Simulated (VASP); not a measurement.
# Ge2Sb2Te5 (C2) in VASP: single point with PBEsol

Aim: the single point of Ge2Sb2Te5 with PBEsol.

All numbers are computed with VASP 6.6.1; they aren't measurements. Logs are shortened: lines on timing, memory, paths and dates and some standing lists are left out, and cuts for length are marked.

**1. The cell of the first run**

Symmetry: C2, No. 5, monoclinic system. Conventional cell: a = 7.278 Å, b = 4.202 Å, c = 17.106 Å, α = 90.00°, β = 90.00°, γ = 90.00°. Ge (site symmetry 1) has 6 Te at 2.81 to 3.17 Å within 3.7 Å. Within 3.9 Å of Sb (site symmetry 1) lie 6 Te at 2.94 to 3.19 Å. Within 4.5 Å of Te (site symmetry 2) lie 6 Sb at 3.09 to 3.19 Å and 12 Te at 4.20 to 4.46 Å. Te (site symmetry 1) has 3 Sb at 2.94 to 3.04 Å and 3 Ge at 3.17 Å within 3.9 Å. Te (site symmetry 1) has 3 Ge at 2.81 Å and 3 Te at 3.64 Å within 3.7 Å.

**2. Single point, PBEsol (all Sb atoms moved +0.075 Å, as atom 3 along Cartesian [1 0 0])**

INCAR reads:

```
SYSTEM = Ge2Sb2Te5
ALGO = Fast
EDIFF = 1E-6
ENCUT = 520
GGA = PS
ISIF = 2
ISMEAR = 0
KPAR = 4
LASPH = .TRUE.
LCHARG = .FALSE.
LREAL = .FALSE.
LWAVE = .FALSE.
NBANDS = 44
NELM = 60
PREC = Accurate
SIGMA = 0.15
```

KPOINTS reads:

```
k-points
0
G
  12 12 4
  0 0 0
```

POSCAR reads:

```
Ge2Sb2Te5
1.0
    4.2017340711      0.0000000000      0.0000000000
   -2.1008670355      3.6388084455      0.0000000000
    0.0000000000      0.0000000000     17.1060849616
Ge Sb Te
2 2 5
Direct
    0.0000000000      0.0000000000      0.3381076066
    0.0000000000      0.0000000000      0.6618923934
    0.3511831065      0.6666666667      0.1166940745
    0.6845164398      0.3333333333      0.8833059255
    0.0000000000      0.0000000000      0.0000000000
    0.3333333333      0.6666666667      0.7810582628
    0.6666666667      0.3333333333      0.2189417372
    0.3333333333      0.6666666667      0.4206821731
    0.6666666667      0.3333333333      0.5793178269
```

Potentials or basis: VASP PAW PBE potentials, release 64 (Ge_d, Sb, Te).

Launch:

```sh
$ cat potpaw_PBE.64/Ge_d/POTCAR potpaw_PBE.64/Sb/POTCAR potpaw_PBE.64/Te/POTCAR > POTCAR
$ mpirun -np 4 vasp_std > vasp.out
```

OUTCAR:

```text
SYSTEM = Ge2Sb2Te5
   EDIFF = 1E-6
   ENCUT = 520
   GGA = PS
   ISIF = 2
   ISMEAR = 0
   LASPH = .TRUE.
   LREAL = .FALSE.
   NELM = 60
   PREC = Accurate

 ion  position               nearest neighbor table
   1  0.000  0.000  0.338-   8 2.81   8 2.81   8 2.81   7 3.17   7 3.17   7 3.17
   2  0.000  0.000  0.662-   9 2.81   9 2.81   9 2.81   6 3.17   6 3.17   6 3.17
   3  0.351  0.667  0.117-   7 2.94   7 2.99   7 3.04   5 3.09   5 3.14   5 3.19
   4  0.685  0.333  0.883-   6 2.94   6 2.99   6 3.04   5 3.09   5 3.14   5 3.19
   5  0.000  0.000  0.000-   4 3.09   3 3.09   4 3.14   3 3.14   3 3.19   4 3.19
   6  0.333  0.667  0.781-   4 2.94   4 2.99   4 3.04   2 3.17   2 3.17   2 3.17
   7  0.667  0.333  0.219-   3 2.94   3 2.99   3 3.04   1 3.17   1 3.17   1 3.17
   8  0.333  0.667  0.421-   1 2.81   1 2.81   1 2.81   9 3.64   9 3.64   9 3.64
   9  0.667  0.333  0.579-   2 2.81   2 2.81   2 2.81   8 3.64   8 3.64   8 3.64

  LATTYP: Found a hexagonal cell.
 ALAT       =     4.2017340711
 C/A-ratio  =     4.0711964803

  Lattice vectors:

 A1 = (   4.2017340711,   0.0000000000,   0.0000000000)
 A2 = (  -2.1008670355,   3.6388084455,   0.0000000000)
 A3 = (   0.0000000000,   0.0000000000,  17.1060849616)

Analysis of symmetry for initial positions (statically):
=====================================================================
 Subroutine PRICEL returns:
 Original cell was already a primitive cell.

 Routine SETGRP: Setting up the symmetry group for a
 hexagonal supercell.

 Subroutine GETGRP returns: Found  2 space group operations
 (whereof  2 operations were pure point group operations)
 out of a pool of 24 trial point group operations.

The static configuration has the point symmetry C_2 .

Analysis of symmetry for dynamics (positions and initial velocities):
=====================================================================
 Subroutine PRICEL returns:
 Original cell was already a primitive cell.

 Routine SETGRP: Setting up the symmetry group for a
 hexagonal supercell.

 Subroutine GETGRP returns: Found  2 space group operations
 (whereof  2 operations were pure point group operations)
 out of a pool of 24 trial point group operations.

The dynamic configuration has the point symmetry C_2 .

 Subroutine INISYM returns: Found  2 space group operations
 (whereof  2 operations are pure point group operations),
 and found     1 'primitive' translations

----------------------------------------------------------------------------------------

                                     Primitive cell

  volume of cell :     261.5402

  direct lattice vectors                    reciprocal lattice vectors
     4.201734071  0.000000000  0.000000000     0.237996975  0.137407618  0.000000000
    -2.100867035  3.638808446  0.000000000     0.000000000  0.274815236  0.000000000
     0.000000000  0.000000000 17.106084962     0.000000000  0.000000000  0.058458730

  length of vectors
     4.201734071  4.201734071 17.106084962     0.274815236  0.274815236  0.058458730

  position of ions in fractional coordinates (direct lattice)
     0.000000000  0.000000000  0.338107607
     0.000000000  0.000000000  0.661892393
     0.351183107  0.666666667  0.116694075
     0.684516440  0.333333333  0.883305925
     0.000000000  0.000000000  0.000000000
     0.333333333  0.666666667  0.781058263
     0.666666667  0.333333333  0.218941737
     0.333333333  0.666666667  0.420682173
     0.666666667  0.333333333  0.579317827

  ion indices of the primitive-cell ions
   primitive index   ion index
                 1           1
                 2           2
                 3           3
                 4           4
                 5           5
                 6           6
                 7           7
                 8           8
                 9           9

----------------------------------------------------------------------------------------

 KPOINTS: k-points

Automatic generation of k-mesh.
 Grid dimensions read from file:
 generate k-points for:   12   12    4

 Generating k-lattice:

  Cartesian coordinates                     Fractional coordinates (reciprocal lattice)
     0.019833081  0.011450635  0.000000000     0.083333333  0.000000000  0.000000000
     0.000000000  0.022901270  0.000000000     0.000000000  0.083333333  0.000000000
     0.000000000  0.000000000  0.014614682     0.000000000  0.000000000  0.250000000

  Length of vectors
     0.022901270  0.022901270  0.014614682

  Shift w.r.t. Gamma in fractional coordinates (k-lattice)
     0.000000000  0.000000000  0.000000000

 Subroutine IBZKPT returns following result:
 ===========================================

 Found    164 irreducible k-points:

 Following reciprocal coordinates:
            Coordinates               Weight
  0.000000  0.000000  0.000000      1.000000
  0.083333  0.000000  0.000000      4.000000
  0.000000  0.083333  0.000000      2.000000
  0.166667  0.000000  0.000000      4.000000
  0.000000  0.166667  0.000000      2.000000
  0.250000  0.000000  0.000000      4.000000
[... 16 lines left out ...]
 -0.083333  0.416667  0.000000      4.000000
 -0.416667  0.333333  0.000000      4.000000
 [... further k-points ...]
   k-points           NKPTS =    164   k-points in BZ     NKDIM =    164   number of bands    NBANDS=     44
   number of dos      NEDOS =    301   number of ions     NIONS =      9
   total plane-waves  NPLWV = 131072
   dimension x,y,z NGX =    32 NGY =   32 NGZ =  128
   dimension x,y,z NGXF=    64 NGYF=   64 NGZF=  256
   ions per type =               2   2   5
   NGX,Y,Z   is equivalent  to a cutoff of  12.66, 12.66, 12.44 a.u.
   NGXF,Y,Z  is equivalent  to a cutoff of  25.32, 25.32, 24.88 a.u.
 SYSTEM =  Ge2Sb2Te5
   PREC   = accura    normal or accurate (medium, high low for compatibility)
   ISTART =      0    job   : 0-new  1-cont  2-samecut
   ICHARG =      2    charge: 1-file 2-atom 10-const
   ISPIN  =      1    spin polarized calculation?
   LNONCOLLINEAR =      F non collinear calculations
   LSORBIT =      F    spin-orbit coupling
   LASPH  =      T    aspherical Exc in radial PAW
   ENCUT  =  520.0 eV  38.22 Ry    6.18 a.u.   7.81  7.81 31.81*2*pi/ulx,y,z
   NELM   =     60;   NELMIN=  2; NELMDL= -5     # of ELM steps
   EDIFF  = 0.1E-05   stopping-criterion for ELM
   LREAL  =      F    real-space projection
   EDIFFG = 0.1E-04   stopping-criterion for IOM
   NSW    =      0    number of steps for IOM
   IBRION =     -1    ionic relax: 0-MD 1-quasi-New 2-CG
   NFREE  =      0    steps in history (QN), initial steepest desc. (CG)
   ISIF   =      2    stress and relaxation
   ISYM   =      2    0-nonsym 1-usesym 2-fastsym
   POTIM  = 0.5000    time-step for ionic-motion
   TEBEG  =    0.0;   TEEND  =   0.0 temperature during run
   PSTRESS=    0.0 pullay stress
   NELECT =      68.0000    total number of electrons
   NUPDOWN=      -1.0000    fix difference up-down
   EMIN   =  10.00;   EMAX   =-10.00  energy-range for DOS
   EFERMI =   0.00;   METHOD = LEGACY
   ISMEAR =     0;   SIGMA  =   0.15  broadening in eV -4-tet -1-fermi 0-gaus
   EFERMI_NEDOS =   21; number of points for ismear=-14 and -15
   IALGO  =     68    algorithm
   IMIX   =      4    mixing-type and parameters
     AMIX     =   0.40;   BMIX     =  1.00
     AMIX_MAG =   1.60;   BMIX_MAG =  1.00
  volume/ion in A,a.u.               =      29.06       196.11
  Fermi-wavevector in a.u.,A,eV,Ry     =   1.044877  1.974530 14.854394  1.091767
  Thomas-Fermi vector in A             =   2.179648
   LORBIT       =      0    0 simple, 1 ext, 2 COOP (PROOUT), +10 PAW based schemes
   GGA     = PS    functional components
   LHFCALC =     F    Hartree Fock is set to
   AEXX    =    0.0000 exact exchange contribution
   IVDW    =     0    specifies the selected vdW correction
   LEPSILON=     F    determine dielectric tensor
   LRPA    =     F    only Hartree local field effects (RPA)
 non-spin polarized calculation
 RMM-DIIS sequential band-by-band and
 Gauss-broadening in eV      SIGMA  =   0.15
  energy-cutoff  :      520.00
  volume of cell :      261.54
 maximum number of plane-waves:      7074
   NGX = 15   NGY = 15   NGZ = 63

 number of electron      68.0000037 magnetization

 Free energy of the ion-electron system (eV)
  ---------------------------------------------------
  ext. energy  EPLUGINS =         0.00000000
  ---------------------------------------------------
  free energy    TOTEN  =       -37.41988359 eV

  energy without entropy =      -37.40836830  energy(sigma->0) =      -37.41412594

 E-fermi :   6.7507     XC(G=0):  -9.7597

 val. band max:        6.7418689059   @ k =   0.0833   0.0000   0.5000
 cond. band min:       6.7538828279   @ k =   0.0000   0.0833   0.5000
 fundamental gap:      0.0120139220
 Fermi energy:         6.7507451261

 k-point     1 :       0.0000    0.0000    0.0000
  band No.  band energies     occupation
      1     -18.0692      2.00000
      2     -18.0692      2.00000
      3     -18.0676      2.00000
      4     -18.0676      2.00000
      5     -18.0566      2.00000
      6     -18.0566      2.00000
[... 36 lines left out ...]
     43       8.6256      0.00000
     44       9.1638      0.00000

 k-point     2 :       0.0833    0.0000    0.0000
  band No.  band energies     occupation
      1     -18.0694      2.00000
      2     -18.0690      2.00000
      3     -18.0677      2.00000
      4     -18.0674      2.00000
      5     -18.0567      2.00000
      6     -18.0566      2.00000
[... 36 lines left out ...]
     43       8.8571      0.00000
     44       9.1941      0.00000

 k-point     3 :       0.0000    0.0833    0.0000
  band No.  band energies     occupation
      1     -18.0692      2.00000
      2     -18.0692      2.00000
      3     -18.0676      2.00000
      4     -18.0676      2.00000
      5     -18.0566      2.00000
      6     -18.0566      2.00000
[... 36 lines left out ...]
     43       8.8825      0.00000
     44       9.2896      0.00000

 k-point     4 :       0.1667    0.0000    0.0000
  band No.  band energies     occupation
      1     -18.0698      2.00000
      2     -18.0688      2.00000
      3     -18.0679      2.00000
      4     -18.0669      2.00000
      5     -18.0570      2.00000
      6     -18.0566      2.00000
[... 882 lines left out ...]
     43       9.7663      0.00000
     44      10.1835      0.00000

 k-point    23 :      -0.0833    0.4167    0.0000
  band No.  band energies     occupation
      1     -18.0709      2.00000
      2     -18.0706      2.00000
      3     -18.0664      2.00000
      4     -18.0661      2.00000
      5     -18.0575      2.00000
      6     -18.0573      2.00000
[... 36 lines left out ...]
     43       9.7750      0.00000
     44      10.2240      0.00000

 k-point    24 :      -0.4167    0.3333    0.0000
  band No.  band energies     occupation
      1     -18.0714      2.00000
      2     -18.0701      2.00000
      3     -18.0669      2.00000
      4     -18.0656      2.00000
      5     -18.0578      2.00000
      6     -18.0568      2.00000
[... 36 lines left out ...]
     43       9.7716      0.00000
     44      10.1685      0.00000

 [... further k-points ...]

------------------------ aborting loop because EDIFF is reached ----------------------------------------

  FORCE on cell =-STRESS in cart. coord.  units (eV):
  Direction    XX          YY          ZZ          XY          YZ          ZX
  --------------------------------------------------------------------------------------
  -------------------------------------------------------------------------------------
  Total        0.2138351      0.1988649      0.2082160      0.0000000     -0.0435835     -0.0000000
  in kB        1.3099394      1.2182328      1.2755169      0.0000000     -0.2669896     -0.0000000
  external PRESSURE =       1.2678964 kB  Pullay stress =       0.0000000 kB

 VOLUME and BASIS-vectors are now :
 -----------------------------------------------------------------------------
  energy-cutoff  :      520.00
  volume of cell :      261.54
      direct lattice vectors                 reciprocal lattice vectors
     4.201734071  0.000000000  0.000000000     0.237996975  0.137407618  0.000000000
    -2.100867035  3.638808446  0.000000000     0.000000000  0.274815236  0.000000000
     0.000000000  0.000000000 17.106084962     0.000000000  0.000000000  0.058458730

 POSITION                                       TOTAL-FORCE (eV/Angst)
 -----------------------------------------------------------------------------------
      0.00000      0.00000      5.78370         0.027565     -0.001861     -0.019300
      0.00000      0.00000     11.32239         0.027565      0.001861      0.019300
      0.07500      2.42587      1.99618        -0.193764      0.005019     -0.038027
      2.17587      1.21294     15.10991        -0.193764     -0.005019      0.038027
      0.00000      0.00000      0.00000         0.124775     -0.000000      0.000000
     -0.00000      2.42587     13.36085         0.150248      0.006482     -0.048921
      2.10087      1.21294      3.74524         0.150248     -0.006482      0.048921
     -0.00000      2.42587      7.19622        -0.046436      0.001158      0.022018
      2.10087      1.21294      9.90986        -0.046436     -0.001158     -0.022018
 -----------------------------------------------------------------------------------
    total drift:                               -0.000045      0.000000      0.000000

  FREE ENERGIE OF THE ION-ELECTRON SYSTEM (eV)
  ---------------------------------------------------
  free  energy   TOTEN  =       -37.4198835862 eV

  energy  without entropy=      -37.4083682966  energy(sigma->0) =      -37.41412594
```

Run time: 13 min. Hardware: 4 MPI ranks of Oxide Virtual Turin-like, shared host; peak memory 1.5 GiB.

What came out:

| Quantity | Value |
| --- | --- |
| Free energy | -37.4199 eV |
| Pressure | 0.1 GPa |
| Largest force | 0.198 eV/Å |
| Band gap on the k mesh | zero (bands 34 and 35 overlap by 0.04 eV) |

Forces on the atoms (eV/Å):
```
Ge   0.028 -0.002 -0.019
Ge   0.028  0.002  0.019
Sb  -0.194  0.005 -0.038
Sb  -0.194 -0.005  0.038
Te   0.125  0.000  0.000
Te   0.150  0.006 -0.049
Te   0.150 -0.006  0.049
Te  -0.046  0.001  0.022
Te  -0.046 -0.001 -0.022
```

Caveat: the cell differs from its parent crystal (all Sb atoms moved +0.075 Å, as atom 3 along Cartesian [1 0 0]); the PAW data sets were made with another functional, which shifts forces and pressure a little; spin-orbit coupling is left out, which moves the levels of the heavy elements.
